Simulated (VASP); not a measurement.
Input of a VASP 6.6.1 run:

INCAR

```
PREC     = Accurate       # precision mode
ENCUT    = 600            # plane-wave cutoff, eV
EDIFF    = 1E-6           # SCF threshold, eV
ISMEAR   = 0              # smearing method
SIGMA    = 0.01           # smearing width, eV
LREAL    = F              # projectors in reciprocal space
LASPH    = T              # aspherical terms in the spheres
NELM     = 100            # most SCF steps
ALGO     = Normal         # electronic algorithm
ISIF     = 3              # what is computed and relaxed
LWAVE    = F              # write WAVECAR
LCHARG   = F              # write CHGCAR
GGA      = PE             # functional
IVDW     = 13             # dispersion correction
IBRION   = 2              # ionic algorithm
NSW      = 80             # ionic steps
EDIFFG   = -0.01          # ionic threshold
```

The input KPOINTS:

```
regular mesh
0
Gamma
  5 5 5
```

File POSCAR:

```
CdSe
1.0
    0.0000000000      3.0702710000      3.0702710000
    3.0702710000      0.0000000000      3.0702710000
    3.0702710000      3.0702710000      0.0000000000
Cd Se
1 1
Direct
    0.0000000000      0.0000000000      0.0000000000
    0.7500000000      0.7500000000      0.7500000000
```

Potentials or basis: VASP PAW PBE potentials, release 64 (Cd, Se).

The run is started by

```bash
$ cat potpaw_PBE.64/Cd/POTCAR potpaw_PBE.64/Se/POTCAR > POTCAR
$ mpirun -np 1 vasp_std > vasp.out
```

(1) Estimate the relaxed cell.

(2) Predict the dispersion energy per atom.

(3) What does it give for the space group after relaxing (to 0.05 Å)?

Results:

(1) a = 4.331 Å, b = 4.331 Å, c = 4.331 Å, α = 60.00°, β = 60.00°, γ = 60.00°.

(2) -0.316 eV.

(3) F-43m (No. 216).
